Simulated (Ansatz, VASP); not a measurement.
**Pd in VASP and in Ansatz**

Contents of INCAR:

```
PREC = Accurate
ENCUT = 520
EDIFF = 1E-6
ISMEAR = -1
SIGMA = 0.1
LREAL = False
LASPH = True
NELM = 100
ALGO = Normal
ISIF = 2
LWAVE = False
LCHARG = True
GGA = PS
LELF = True
LVHAR = True
NBANDS = 17
```

File KPOINTS:

```
Automatic mesh
0
Gamma
  15 15 8
```

The input POSCAR:

```
Pd
1.0
    2.7622052931      0.0000000000      0.0000000000
   -1.3811026466      2.3921399543      0.0000000000
    0.0000000000      0.0000000000      4.6100174237
Pd
2
Direct
    0.3333333333      0.6666666667      0.2500000000
    0.6666666667      0.3333333333      0.7500000000
```

Input for Ansatz:

```yaml
crystal:
  lattice:
    - [2.7622052931, 0.0, 0.0]
    - [-1.3811026466, 2.3921399543, 0.0]
    - [0.0, 0.0, 4.6100174237]
  atoms:
    - { symbol: Pd, position: [0.3333333333, 0.6666666667, 0.25] }
    - { symbol: Pd, position: [0.6666666667, 0.3333333333, 0.75] }
hamiltonian:
  xc: pbesol
  pseudopotentials:
    kind: paw
    azcp:
      Pd: "pseudopotentials/Pd.paw.azcp"
basis:
  ecutwfc: 420
  fft_grid_basis: typed
kpoints:
  mp_grid: { grid: [15, 15, 8], shift: [0, 0, 0] }
magnetization:
  spin_polarized: false
scf:
  occupations: { method: fermi_dirac, width: 0.1 }
  lower_state_search: "off"
output:
  stress: true
  write_density: true
  write_potential: true
  elf: true
  volumetric_format: npy
```

Alike in both runs: task single point; functional PBEsol; k mesh 15 × 15 × 8; occupations fermi-dirac, width 0.1 eV; no spin polarisation.

|  | VASP | Ansatz |
| --- | --- | --- |
| version | VASP 6.6.1 | Ansatz 0.2.0 |
| potentials or method | VASP PAW PBE potentials, release 64 (Pd), cutoff 520 eV | plane waves (420 eV) with PAW, scalar-relativistic |
| valence electrons in the cell | 20 | 36 |

```tsv
	VASP	Ansatz	Ansatz less VASP
pressure (GPa)	-7.3	-7.0	+0.28
traceless stress, the component that is largest in VASP (GPa)	-0.19	-0.15	+0.042
```

VASP's potentials were made for PBE, not for PBEsol, and Ansatz warns of the same on its side. VASP's potentials hold 20 valence electrons a cell and Ansatz's 36, so a difference there can come from the potentials and not from the codes.
